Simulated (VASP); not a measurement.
# Ga2O3 (R-3c) in VASP: further runs

Aim: see how the results for Ga2O3 move with the level of theory and the settings. Levels: PBE, LDA, PBEsol. Tasks: single point.

Program: VASP 6.6.1. These are calculated values, not measurements. Logs are shortened: lines on timing, memory, paths and dates and some standing lists are left out, and cuts for length are marked.

**1. The cell of the first run**

It takes space group R-3c (No. 167, trigonal). Conventional cell: a = 4.985 Å, b = 4.985 Å, c = 13.442 Å, α = 90.00°, β = 90.00°, γ = 120.00°. Ga (site symmetry 3) has 6 O at 1.93 to 2.07 Å within 2.6 Å. Within 2.6 Å of O (site symmetry 2) lie 4 Ga at 1.93 to 2.07 Å.

**2. Single point, PBE**

INCAR

```
PREC = Accurate
ENCUT = 520
EDIFF = 1E-6
ISMEAR = -1
SIGMA = 0.02
LREAL = False
LASPH = True
NELM = 100
ALGO = Normal
ISIF = 2
LWAVE = False
LCHARG = False
GGA = PE
NBANDS = 55
```

KPOINTS

```
Automatic mesh
0
Gamma
  6 6 6
```

POSCAR

```
Ga2O3
1.0
    2.4922622641      1.4389082890      4.4806364994
   -2.4922622641      1.4389082890      4.4806364994
    0.0000000000     -2.8778165781      4.4806364994
Ga O
4 6
Direct
    0.3554263352      0.3554263352      0.3554263352
    0.1445736648      0.1445736648      0.1445736648
    0.6445736648      0.6445736648      0.6445736648
    0.8554263352      0.8554263352      0.8554263352
    0.5536335029      0.9463664971      0.2500000000
    0.2500000000      0.5536335029      0.9463664971
    0.9463664971      0.2500000000      0.5536335029
    0.4463664971      0.0536335029      0.7500000000
    0.7500000000      0.4463664971      0.0536335029
    0.0536335029      0.7500000000      0.4463664971
```

Potentials or basis: VASP PAW PBE potentials, release 64 (Ga_d, O).

The run is started by

```
cat potpaw_PBE.64/Ga_d/POTCAR potpaw_PBE.64/O/POTCAR > POTCAR
mpirun -np 1 vasp_std > vasp.out
```

OUTCAR:

```text
PREC = Accurate
   ENCUT = 520
   EDIFF = 1E-6
   ISMEAR = -1
   LREAL = False
   LASPH = True
   NELM = 100
   ISIF = 2
   GGA = PE

 ion  position               nearest neighbor table
   1  0.355  0.355  0.355-   9 1.93   8 1.93  10 1.93   7 2.07   6 2.07   5 2.07   2 2.83
   2  0.145  0.145  0.145-  10 1.93   8 1.93   9 1.93   6 2.07   7 2.07   5 2.07   1 2.83
   3  0.645  0.645  0.645-   6 1.93   5 1.93   7 1.93  10 2.07   9 2.07   8 2.07   4 2.83
   4  0.855  0.855  0.855-   7 1.93   5 1.93   6 1.93   9 2.07  10 2.07   8 2.07   3 2.83
   5  0.554  0.946  0.250-   3 1.93   4 1.93   1 2.07   2 2.07
   6  0.250  0.554  0.946-   3 1.93   4 1.93   2 2.07   1 2.07
   7  0.946  0.250  0.554-   4 1.93   3 1.93   1 2.07   2 2.07
   8  0.446  0.054  0.750-   1 1.93   2 1.93   3 2.07   4 2.07
   9  0.750  0.446  0.054-   1 1.93   2 1.93   4 2.07   3 2.07
  10  0.054  0.750  0.446-   2 1.93   1 1.93   3 2.07   4 2.07

  LATTYP: Found a trigonal (rhomboedric) cell.
 ALAT       =     5.3252165869
 COS(alpha) =     0.5619305908

  Lattice vectors:

 A1 = (   2.4922622641,   1.4389082890,   4.4806364994)
 A2 = (  -2.4922622641,   1.4389082890,   4.4806364994)
 A3 = (   0.0000000000,  -2.8778165781,   4.4806364994)

Analysis of symmetry for initial positions (statically):
=====================================================================
 Subroutine PRICEL returns:
 Original cell was already a primitive cell.

 Routine SETGRP: Setting up the symmetry group for a
 trigonal (rhombohedral) supercell.

 Subroutine GETGRP returns: Found 12 space group operations
 (whereof  6 operations were pure point group operations)
 out of a pool of 12 trial point group operations.

The static configuration has the point symmetry S_6 .
 The point group associated with its full space group is D_3d.

Analysis of symmetry for dynamics (positions and initial velocities):
=====================================================================
 Subroutine PRICEL returns:
 Original cell was already a primitive cell.

 Routine SETGRP: Setting up the symmetry group for a
 trigonal (rhombohedral) supercell.

 Subroutine GETGRP returns: Found 12 space group operations
 (whereof  6 operations were pure point group operations)
 out of a pool of 12 trial point group operations.

The dynamic configuration has the point symmetry S_6 .
 The point group associated with its full space group is D_3d.

 Subroutine INISYM returns: Found 12 space group operations
 (whereof  6 operations are pure point group operations),
 and found     1 'primitive' translations

----------------------------------------------------------------------------------------

                                     Primitive cell

  volume of cell :      96.4091

  direct lattice vectors                    reciprocal lattice vectors
     2.492262264  1.438908289  4.480636499     0.200620941  0.115828554  0.074394192
    -2.492262264  1.438908289  4.480636499    -0.200620941  0.115828554  0.074394192
     0.000000000 -2.877816578  4.480636499     0.000000000 -0.231657108  0.074394192

  length of vectors
     5.325216587  5.325216587  5.325216587     0.243309498  0.243309498  0.243309498

  position of ions in fractional coordinates (direct lattice)
     0.355426335  0.355426335  0.355426335
     0.144573665  0.144573665  0.144573665
     0.644573665  0.644573665  0.644573665
     0.855426335  0.855426335  0.855426335
     0.553633503  0.946366497  0.250000000
     0.250000000  0.553633503  0.946366497
     0.946366497  0.250000000  0.553633503
     0.446366497  0.053633503  0.750000000
     0.750000000  0.446366497  0.053633503
     0.053633503  0.750000000  0.446366497

  ion indices of the primitive-cell ions
   primitive index   ion index
                 1           1
                 2           2
                 3           3
                 4           4
                 5           5
                 6           6
                 7           7
                 8           8
                 9           9
                10          10

----------------------------------------------------------------------------------------

 KPOINTS: Automatic mesh

Automatic generation of k-mesh.
 Grid dimensions read from file:
 generate k-points for:    6    6    6

 Generating k-lattice:

  Cartesian coordinates                     Fractional coordinates (reciprocal lattice)
     0.033436823  0.019304759  0.012399032     0.166666667 -0.000000000  0.000000000
    -0.033436823  0.019304759  0.012399032    -0.000000000  0.166666667  0.000000000
     0.000000000 -0.038609518  0.012399032    -0.000000000 -0.000000000  0.166666667

  Length of vectors
     0.040551583  0.040551583  0.040551583

  Shift w.r.t. Gamma in fractional coordinates (k-lattice)
     0.000000000  0.000000000  0.000000000

 Subroutine IBZKPT returns following result:
 ===========================================

 Found     32 irreducible k-points:

 Following reciprocal coordinates:
            Coordinates               Weight
  0.000000  0.000000  0.000000      1.000000
  0.166667 -0.000000  0.000000      6.000000
  0.333333  0.000000 -0.000000      6.000000
  0.500000  0.000000  0.000000      3.000000
  0.166667  0.166667  0.000000      6.000000
  0.333333  0.166667  0.000000     12.000000
[... 16 lines left out ...]
  0.500000  0.500000  0.166667      6.000000
 -0.333333  0.500000  0.166667     12.000000
 [... further k-points ...]
   k-points           NKPTS =     32   k-points in BZ     NKDIM =     32   number of bands    NBANDS=     55
   number of dos      NEDOS =    301   number of ions     NIONS =     10
   total plane-waves  NPLWV =  64000
   dimension x,y,z NGX =    40 NGY =   40 NGZ =   40
   dimension x,y,z NGXF=    80 NGYF=   80 NGZF=   80
   ions per type =               4   6
   NGX,Y,Z   is equivalent  to a cutoff of  12.49, 12.49, 12.49 a.u.
   NGXF,Y,Z  is equivalent  to a cutoff of  24.97, 24.97, 24.97 a.u.
 SYSTEM =  unknown system
   PREC   = accura    normal or accurate (medium, high low for compatibility)
   ISTART =      0    job   : 0-new  1-cont  2-samecut
   ICHARG =      2    charge: 1-file 2-atom 10-const
   ISPIN  =      1    spin polarized calculation?
   LNONCOLLINEAR =      F non collinear calculations
   LSORBIT =      F    spin-orbit coupling
   LASPH  =      T    aspherical Exc in radial PAW
   ENCUT  =  520.0 eV  38.22 Ry    6.18 a.u.   9.90  9.90  9.90*2*pi/ulx,y,z
   NELM   =    100;   NELMIN=  2; NELMDL= -5     # of ELM steps
   EDIFF  = 0.1E-05   stopping-criterion for ELM
   LREAL  =      F    real-space projection
   EDIFFG = 0.1E-04   stopping-criterion for IOM
   NSW    =      0    number of steps for IOM
   IBRION =     -1    ionic relax: 0-MD 1-quasi-New 2-CG
   NFREE  =      0    steps in history (QN), initial steepest desc. (CG)
   ISIF   =      2    stress and relaxation
   ISYM   =      2    0-nonsym 1-usesym 2-fastsym
   POTIM  = 0.5000    time-step for ionic-motion
   TEBEG  =    0.0;   TEEND  =   0.0 temperature during run
   PSTRESS=    0.0 pullay stress
   NELECT =      88.0000    total number of electrons
   NUPDOWN=      -1.0000    fix difference up-down
   EMIN   =  10.00;   EMAX   =-10.00  energy-range for DOS
   EFERMI =   0.00;   METHOD = LEGACY
   ISMEAR =    -1;   SIGMA  =   0.02  broadening in eV -4-tet -1-fermi 0-gaus
   EFERMI_NEDOS =   21; number of points for ismear=-14 and -15
   IALGO  =     38    algorithm
   IMIX   =      4    mixing-type and parameters
     AMIX     =   0.40;   BMIX     =  1.00
     AMIX_MAG =   1.60;   BMIX_MAG =  1.00
  volume/ion in A,a.u.               =       9.64        65.06
  Fermi-wavevector in a.u.,A,eV,Ry     =   1.588046  3.000972 34.312404  2.521891
  Thomas-Fermi vector in A             =   2.687110
   LORBIT       =      0    0 simple, 1 ext, 2 COOP (PROOUT), +10 PAW based schemes
   GGA     = PE    functional components
   LHFCALC =     F    Hartree Fock is set to
   AEXX    =    0.0000 exact exchange contribution
   IVDW    =     0    specifies the selected vdW correction
   LEPSILON=     F    determine dielectric tensor
   LRPA    =     F    only Hartree local field effects (RPA)
 non-spin polarized calculation
  energy-cutoff  :      520.00
  volume of cell :       96.41
 maximum number of plane-waves:      2610
   NGX = 19   NGY = 19   NGZ = 19

 number of electron      87.9999977 magnetization

 Free energy of the ion-electron system (eV)
  ---------------------------------------------------
  ext. energy  EPLUGINS =         0.00000000
  ---------------------------------------------------
  free energy    TOTEN  =       -59.24222527 eV

  energy without entropy =      -59.24222527  energy(sigma->0) =      -59.24222527

 E-fermi :   4.9803     XC(G=0): -12.2006

 val. band max:        4.5529896578   @ k =  -0.1667   0.1667   0.0000
 cond. band min:       7.3994359875   @ k =   0.0000   0.0000   0.0000
 fundamental gap:      2.8464463297
 Fermi energy:         4.9802684167

 k-point     1 :       0.0000    0.0000    0.0000
  band No.  band energies     occupation
      1     -14.4643      2.00000
      2     -12.4484      2.00000
      3     -12.4484      2.00000
      4     -12.4257      2.00000
      5     -12.3983      2.00000
      6     -12.3983      2.00000
[... 47 lines left out ...]
     54      15.7560      0.00000
     55      16.9622      0.00000

 k-point     2 :       0.1667   -0.0000    0.0000
  band No.  band energies     occupation
      1     -14.3380      2.00000
      2     -12.5812      2.00000
      3     -12.4612      2.00000
      4     -12.4561      2.00000
      5     -12.4092      2.00000
      6     -12.3919      2.00000
[... 47 lines left out ...]
     54      16.3802      0.00000
     55      16.7698      0.00000
[... 1216 lines left out ...]
     54      16.8190      0.00000
     55      16.9146      0.00000

 k-point    24 :      -0.3333    0.5000    0.1667
  band No.  band energies     occupation
      1     -13.4232      2.00000
      2     -13.1093      2.00000
      3     -12.8047      2.00000
      4     -12.6760      2.00000
      5     -12.4418      2.00000
      6     -12.3991      2.00000
[... 47 lines left out ...]
     54      16.6522      0.00000
     55      16.9589      0.00000

 [... further k-points ...]

------------------------ aborting loop because EDIFF is reached ----------------------------------------

  FORCE on cell =-STRESS in cart. coord.  units (eV):
  Direction    XX          YY          ZZ          XY          YZ          ZX
  --------------------------------------------------------------------------------------
  -------------------------------------------------------------------------------------
  Total        6.5589365      6.5589365      5.7875547     -0.0000000     -0.0000000      0.0000000
  in kB      108.9999231    108.9999231     96.1806863     -0.0000000     -0.0000000      0.0000000
  external PRESSURE =     104.7268442 kB  Pullay stress =       0.0000000 kB

 VOLUME and BASIS-vectors are now :
 -----------------------------------------------------------------------------
  energy-cutoff  :      520.00
  volume of cell :       96.41
      direct lattice vectors                 reciprocal lattice vectors
     2.492262264  1.438908289  4.480636499     0.200620941  0.115828554  0.074394192
    -2.492262264  1.438908289  4.480636499    -0.200620941  0.115828554  0.074394192
     0.000000000 -2.877816578  4.480636499     0.000000000 -0.231657108  0.074394192

 POSITION                                       TOTAL-FORCE (eV/Angst)
 -----------------------------------------------------------------------------------
      0.00000     -0.00000      4.77761        -0.000000     -0.000000      0.069267
      0.00000     -0.00000      1.94335        -0.000000      0.000000     -0.069267
      0.00000     -0.00000      8.66430        -0.000000      0.000000     -0.069267
      0.00000     -0.00000     11.49856        -0.000000     -0.000000      0.069267
     -0.97879      1.43891      7.84111        -0.020439     -0.000000      0.000000
     -0.75673     -1.56711      7.84111         0.010219     -0.017701     -0.000000
      1.73553      0.12821      7.84111         0.010219      0.017701     -0.000000
      0.97879     -1.43891      5.60080         0.020439     -0.000000      0.000000
      0.75673      1.56711      5.60080        -0.010219      0.017701     -0.000000
     -1.73553     -0.12821      5.60080        -0.010219     -0.017701     -0.000000
 -----------------------------------------------------------------------------------
    total drift:                                0.000000     -0.000000      0.000000

  FREE ENERGIE OF THE ION-ELECTRON SYSTEM (eV)
  ---------------------------------------------------
  free  energy   TOTEN  =       -59.2422252700 eV

  energy  without entropy=      -59.2422252700  energy(sigma->0) =      -59.24222527
```

Run time: 2.3 min. Hardware: 1 thread of AMD EPYC 9R45 (Zen 5), shared host; peak memory 0.27 GiB.

What came out:

```
Free energy            : -59.2422 eV
Pressure               : 10.5 GPa
Largest force          : 0.069 eV/Å
Band gap on the k mesh : 2.85 eV, indirect (least direct gap 3.10 eV)
```

Forces on the atoms (eV/Å):
```
Ga   0.000  0.000  0.069
Ga   0.000  0.000 -0.069
Ga   0.000  0.000 -0.069
Ga   0.000  0.000  0.069
O   -0.020  0.000  0.000
O    0.010 -0.018  0.000
O    0.010  0.018  0.000
O    0.020  0.000  0.000
O   -0.010  0.018  0.000
O   -0.010 -0.018  0.000
```

A k mesh can miss the band edges. PBE gaps usually lie below the measured ones, often by a third to a half.

**3. Single point, LDA**

INCAR

```
ALGO = Normal
EDIFF = 1E-6
ENCUT = 520
ISIF = 2
ISMEAR = 0
LASPH = T
LCHARG = T
LELF = T
LREAL = F
LVHAR = T
LWAVE = F
NBANDS = 55
NELM = 60
PREC = Accurate
SIGMA = 0.01
```

KPOINTS

```
k-points
0
Gamma
  6 6 6
```

POSCAR is that of step 2.

Potentials or basis: VASP PAW LDA potentials, release 64 (Ga_d, O).

The run is started by

```
cat potpaw_LDA.64/Ga_d/POTCAR potpaw_LDA.64/O/POTCAR > POTCAR
mpirun -np 1 vasp_std > vasp.out
```

Run time: 2.2 min. Hardware: 1 thread of AMD EPYC 9R45 (Zen 5), shared host; peak memory 0.24 GiB.

It converged, with:

```yaml
Free_energy: -68.2549 eV
Pressure: -3.5 GPa
Largest_force: 0.091 eV/Å
Band_gap_on_the_k_mesh: 2.80 eV, indirect (least direct gap 3.06 eV)
```

Forces on the atoms (eV/Å):
```
Ga   0.000  0.000 -0.006
Ga   0.000  0.000  0.006
Ga   0.000  0.000  0.006
Ga   0.000  0.000 -0.006
O   -0.091  0.000  0.000
O    0.046 -0.079  0.000
O    0.046  0.079  0.000
O    0.091  0.000  0.000
O   -0.046  0.079  0.000
O   -0.046 -0.079  0.000
```

Stress tensor (GPa, compression positive):
```
-3.35  0.00  0.00
 0.00 -3.35  0.00
 0.00  0.00 -3.77
```

Levels at points of the mesh, in eV from the valence-band top:
```csv
k point,band 42,band 43,band 44,band 45,band 46,band 47
"(0.00, 0.00, 0.00)",-0.32,-0.26,-0.26,2.80,6.51,6.69
"(0.50, 0.00, 0.00)",-1.01,-0.16,-0.16,6.30,6.30,6.62
"(0.50, 0.50, 0.00)",-0.72,-0.26,-0.15,6.47,6.63,7.45
"(0.50, 0.50, 0.50)",-0.30,-0.30,-0.30,5.80,5.80,7.67
```

**4. Single point, PBEsol**

This run uses another cell than the first one, of 9.71 Å³/atom, 1.007 times its volume.

INCAR

```
  ALGO = Normal
  EDIFF = 1E-6
  ENCUT = 520
  GGA = PS
  ISIF = 2
  ISMEAR = -1
  LASPH = T
  LCHARG = F
  LREAL = F
  LWAVE = F
  NBANDS = 55
  NELM = 60
  PREC = Accurate
  SIGMA = 0.02
```

KPOINTS is that of step 3.

POSCAR

```
Ga2O3
1.0
    2.5002087918      1.4434962190      4.4830291780
   -2.5002087918      1.4434962190      4.4830291780
    0.0000000000     -2.8869924379      4.4830291780
Ga O
4 6
Direct
    0.3557024971      0.3557024971      0.3557024971
    0.1442975029      0.1442975029      0.1442975029
    0.6442975029      0.6442975029      0.6442975029
    0.8557024971      0.8557024971      0.8557024971
    0.5527850667      0.9472149333      0.2500000000
    0.2500000000      0.5527850667      0.9472149333
    0.9472149333      0.2500000000      0.5527850667
    0.4472149333      0.0527850667      0.7500000000
    0.7500000000      0.4472149333      0.0527850667
    0.0527850667      0.7500000000      0.4472149333
```

Potentials or basis: VASP PAW PBE potentials, release 64 (Ga_d, O).

The run is started by

```
cat potpaw_PBE.64/Ga_d/POTCAR potpaw_PBE.64/O/POTCAR > POTCAR
mpirun -np 1 vasp_std > vasp.out
```

It took 2.3 min on 1 thread of AMD EPYC 9R45 (Zen 5), shared host; peak memory 0.27 GiB.

Results (log left out):

| Property | Result |
| --- | --- |
| Free energy | -63.8082 eV |
| Pressure | 0.7 GPa |
| Largest force | 0.030 eV/Å |
| Band gap on the k mesh | 2.70 eV, indirect (least direct gap 2.96 eV) |

Forces in eV/Å, atoms in the order of the input:
```
Ga   0.000  0.000  0.030
Ga   0.000  0.000 -0.030
Ga   0.000  0.000 -0.030
Ga   0.000  0.000  0.030
O    0.012  0.000  0.000
O   -0.006  0.010  0.000
O   -0.006 -0.010  0.000
O   -0.012  0.000  0.000
O    0.006 -0.010  0.000
O    0.006  0.010  0.000
```

Levels at points of the mesh, in eV from the valence-band top:
| k point | band 42 | band 43 | band 44 | band 45 | band 46 | band 47 |
| --- | --- | --- | --- | --- | --- | --- |
| (0.00, 0.00, 0.00) | -0.32 | -0.26 | -0.26 | 2.70 | 6.57 | 6.66 |
| (0.50, 0.00, 0.00) | -1.00 | -0.15 | -0.15 | 6.30 | 6.30 | 6.61 |
| (0.50, 0.50, 0.00) | -0.70 | -0.25 | -0.15 | 6.45 | 6.66 | 7.46 |
| (0.50, 0.50, 0.50) | -0.31 | -0.31 | -0.31 | 5.76 | 5.76 | 7.74 |

Caveat: the PAW data sets were made with another functional, which shifts forces and pressure a little. A k mesh can miss the band edges.

**5. Summary**

```csv
level,potentials or basis,cell,smearing,gap on the mesh (eV),pressure (GPa),largest force (eV/Å)
PBE,"VASP PAW PBE potentials, release 64 (Ga_d, O)","a = 5.325 Å, angles 55.8°, 10 atoms",fermi-dirac 0.02 eV,2.85,10.5,0.07
LDA,"VASP PAW LDA potentials, release 64 (Ga_d, O)","a = 5.325 Å, angles 55.8°, 10 atoms",gaussian 0.01 eV,2.80,-3.5,0.09
PBEsol,"VASP PAW PBE potentials, release 64 (Ga_d, O)","a = 5.332 Å, angles 55.9°, 10 atoms",fermi-dirac 0.02 eV,2.70,0.7,0.03
```

Alike in all rows: task single point; no spin polarisation; k mesh 6 × 6 × 6; cutoff (eV) 520.

Caveats: the PAW data sets were made with another functional, which shifts forces and pressure a little (some runs).

Total energies depend on the potentials used, so only differences within one code and one set of settings carry meaning.
